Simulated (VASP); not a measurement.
Set up this calculation in VASP 6.6.1, as the native input.

| Property | Result |
| --- | --- |
| Task | single point |
| Functional | PBE |
| Potentials or basis | VASP PAW PBE potentials, release 64 (P, Sb, Ga_d) |
| Cutoff | 520 eV |
| k mesh | 6 × 6 × 4 |
| Occupations | fermi-dirac, width 0.02 eV |
| Spin | no spin polarisation |
| Dipole correction | no |
| Further INCAR settings | ALGO = Normal; EDIFF = 1e-06; NBANDS = 46 |

The structure of Ga4Sb3P lies in POSCAR:

```
Ga4Sb3P
1.0
    7.9264253228     -2.1319299322      0.0265452990
    7.9264253228      2.1319299322      0.0265452990
   -3.4578962926      0.0000000000      6.5064088174
P Sb Ga
1 3 4
Direct
   -0.0000412849     -0.0000412849      0.6640257675
    0.7463452975      0.7463452975      0.0776591766
    0.5000610435      0.5000610435      0.1702082114
    0.2549007538      0.2549007538      0.5886713212
    0.1748700556      0.1748700556      0.8381823191
    0.9387954229      0.9387954229      0.2918131173
    0.6880164556      0.6880164556      0.3567572593
    0.4470522560      0.4470522560      0.7626828276
```

These files were run (other wordings do the same):

INCAR

```
SYSTEM = Ga4Sb3P
ALGO = Normal
EDIFF = 1E-6
ENCUT = 520
GGA = PE
ISIF = 2
ISMEAR = -1
LASPH = .True.
LCHARG = .False.
LREAL = .False.
LWAVE = .False.
NBANDS = 46
NELM = 80
PREC = Accurate
SIGMA = 0.02
```

KPOINTS

```
k-points
0
Gamma
  6 6 4
  0 0 0
```

Potentials or basis: VASP PAW PBE potentials, release 64 (P, Sb, Ga_d).

The run is started by

```sh
$ cat potpaw_PBE.64/P/POTCAR potpaw_PBE.64/Sb/POTCAR potpaw_PBE.64/Ga_d/POTCAR > POTCAR
$ mpirun -np 1 vasp_std > vasp.out
```

It gave:

```json
{"Pressure": "0.1 GPa", "Largest force": "0.009 eV/Å", "Band gap on the k mesh": "zero (band 36 reaches 4.67 eV, above the bottom of band 37 at 4.59 eV)"}
```

Caveat: spin-orbit coupling is left out, which moves the levels of the heavy elements.

Run time: 24 min on 1 thread of AMD EPYC 7R43 64-Core Processor (Zen 3) (shared host), peak memory 0.68 GiB.
